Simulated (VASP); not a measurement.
Wanted: the native input for a VASP 6.6.1 run.

- Task: single point
- Functional: r2SCAN
- Potentials or basis: VASP PAW PBE potentials, release 64 (Al, Fe)
- Cutoff: 520 eV
- k mesh: 12 × 12 × 16
- Occupations: gaussian, width 0.1 eV
- Spin: collinear spin, ferromagnetic start
- Starting moments: [0.0, 2.91, 2.91] μB
- Dipole correction: no
- Further INCAR settings: ALGO = Normal; EDIFF = 1e-07; NBANDS = 20

AlFe2:

```
Al Fe
1.0
     4.16498    0.00000    0.00000
    -2.08249    3.60698    0.00000
     0.00000    0.00000    2.53644
Al Fe
1 2
Cartesian
  0.0000 0.0000 0.0000
  0.0000 2.4047 1.2682
  2.0825 1.2023 1.2682
```

The input as run:

POSCAR

```
AlFe2
1.0
    4.1649828310      0.0000000000      0.0000000000
   -2.0824914155      3.6069809379      0.0000000000
    0.0000000000      0.0000000000      2.5364437044
Al Fe
1 2
Direct
    0.0000000000      0.0000000000      0.0000000000
    0.3333333333      0.6666666667      0.5000000000
    0.6666666667      0.3333333333      0.5000000000
```

INCAR.step1

```
PREC     = Accurate       # precision mode
ENCUT    = 520            # plane-wave cutoff, eV
ISMEAR   = 0              # smearing method
SIGMA    = 0.1            # smearing width, eV
LREAL    = F              # projectors in reciprocal space
LASPH    = T              # aspherical terms in the spheres
NELM     = 150            # most SCF steps
ISPIN    = 2              # spin polarisation
MAGMOM   = 0 2.91 2.91    # initial moments
LMAXMIX  = 4              # l up to which the mixer works
NBANDS   = 20             # bands
GGA      = PE             # functional
ALGO     = Normal         # electronic algorithm
EDIFF    = 1E-4           # SCF threshold, eV
LWAVE    = T              # write WAVECAR
LCHARG   = F              # write CHGCAR
```

INCAR.step2

```
PREC     = Accurate       # precision mode
ENCUT    = 520            # plane-wave cutoff, eV
EDIFF    = 1E-7           # SCF threshold, eV
ISMEAR   = 0              # smearing method
SIGMA    = 0.1            # smearing width, eV
LREAL    = F              # projectors in reciprocal space
LASPH    = T              # aspherical terms in the spheres
NELM     = 150            # most SCF steps
ALGO     = Normal         # electronic algorithm
ISIF     = 2              # what is computed and relaxed
LWAVE    = F              # write WAVECAR
LCHARG   = F              # write CHGCAR
ISPIN    = 2              # spin polarisation
MAGMOM   = 0 2.91 2.91    # initial moments
LORBIT   = 11             # projections on sites
LMAXMIX  = 4              # l up to which the mixer works
METAGGA  = R2SCAN         # meta-GGA
LMIXTAU  = T            
NBANDS   = 20             # bands
ISTART   = 1
```

KPOINTS

```
regular mesh
0
Gamma
  12 12 16
```

Potentials or basis: VASP PAW PBE potentials, release 64 (Al, Fe).

Launch:

```bash
$ cat potpaw_PBE.64/Al/POTCAR potpaw_PBE.64/Fe/POTCAR > POTCAR
$ cp INCAR.step1 INCAR
$ mpirun -np 1 vasp_std > vasp.out
$ cp INCAR.step2 INCAR
$ mpirun -np 1 vasp_std > vasp.out
```

It gave:

The pressure is -0.4 GPa, the net moment is 5.12 μB per cell and the site moments are Al -0.06; Fe +2.64 μB. The valence electrons inside the program's atomic spheres are Al 0.82; Fe 7.22.

Caveat: the PAW data sets were made with another functional, which shifts forces and pressure a little.

Wall time 8 min on 1 thread of AMD EPYC 9R45 96-Core Processor (Zen 5) (shared host), peak memory 0.3 GiB.
